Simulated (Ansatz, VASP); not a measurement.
# LiCl in VASP and in Ansatz

```
CELL_PARAMETERS angstrom
0.00000 2.52629 2.48782
2.52629 0.00000 2.48782
2.52629 2.52629 0.00000
ATOMIC_POSITIONS crystal
Li 0.00000 0.00000 0.00000
Cl 0.50000 0.50000 0.50000
```

Change from the starting cell: strain -0.015 along x and y, -0.030 along z, atoms carried along.

Alike in both runs: task single point; functional r2SCAN; k mesh 8 × 8 × 8; occupations gaussian, width 0.05 eV; no spin polarisation.

|  | VASP | Ansatz |
| --- | --- | --- |
| version | VASP 6.6.1 | Ansatz 0.2.0 |
| potentials or method | VASP PAW PBE potentials, release 64 (Li_sv, Cl), cutoff 520 eV | scalar-relativistic, plane waves, PAW |
| valence electrons in the cell | 10 | 10 |

|  | VASP | Ansatz | Ansatz less VASP |
| --- | --- | --- | --- |
| gap on the k mesh at the Fermi level (eV) | 7.59 | 7.58 | -0.013 |
| least direct gap on the mesh (eV) | 7.69 | 7.61 | -0.090 |

VASP's potentials were made for PBE, not for r2SCAN.

Noted on VASP's run: the cutoff is under 1.25 times that of the potentials, so the pressure is a little rough.
